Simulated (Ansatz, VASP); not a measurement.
**Two plane-wave programs on Sc2Ta**

INCAR

```
ALGO = Normal
EDIFF = 1E-7
ENCUT = 520
GGA = PE
ISIF = 2
ISMEAR = 0
LASPH = T
LCHARG = F
LREAL = F
LWAVE = F
NBANDS = 24
NELM = 80
PREC = Accurate
SIGMA = 0.1
```

The input KPOINTS:

```
k-points
0
Gamma
  6 6 6
```

POSCAR

```
Sc2Ta
1.0
    1.5672532112      0.9048540633      6.0681672087
   -1.5672532112      0.9048540633      6.0681672087
    0.0000000000     -1.8097081267      6.0681672087
Sc Ta
2 1
Direct
    0.7484000000      0.7484000000      0.7484000000
    0.5849000000      0.5849000000      0.5849000000
    0.0000000000      0.0000000000      0.0000000000
```

Input for Ansatz:

```yaml
crystal:
  lattice:
    - [1.5672532112, 0.9048540633, 6.0681672087]
    - [-1.5672532112, 0.9048540633, 6.0681672087]
    - [0.0, -1.8097081267, 6.0681672087]
  atoms:
    - { symbol: Sc, position: [0.7484, 0.7484, 0.7484] }
    - { symbol: Sc, position: [0.5849, 0.5849, 0.5849] }
    - { symbol: Ta, position: [0.0, 0.0, 0.0] }
basis:
  ecutwfc: 420
kpoints:
  mp_grid: { grid: [6, 6, 6] }
hamiltonian:
  xc: pbe
scf:
  occupations: { method: gaussian, width: 0.1 }
  lower_state_search: "off"
output:
  forces: true
  stress: true
  eigenvalues: true
```

Alike in both runs: task single point; functional PBE; k mesh 6 × 6 × 6; occupations gaussian, width 0.1 eV; no spin polarisation.

```csv
,VASP,Ansatz
version,VASP 6.6.1,Ansatz 0.2.0
potentials or method,"VASP PAW PBE potentials, release 64 (Sc_sv, Ta_pv), cutoff 520 eV","scalar-relativistic, plane waves, PAW"
valence electrons in the cell,33,35
```

Ansatz gave:

* gap on the k mesh at the Fermi level (eV): none
* rms of the force components (eV/Å): 3.845

Task: Which values does VASP return?

Result: gap on the k mesh at the Fermi level (eV): none; rms of the force components (eV/Å): 3.938.

Atom by atom the forces differ by 0.092 eV/Å (rms over components). A gap of «none» marks a metal or a gap that the smearing closes. With one functional, cell and mesh, what is left measures potentials, basis and numerics. VASP's potentials hold 33 valence electrons a cell and Ansatz's 35, so a difference there can come from the potentials and not from the codes.

The k mesh is coarse, so the values compare programs but aren't converged. Spin-orbit coupling is off throughout.
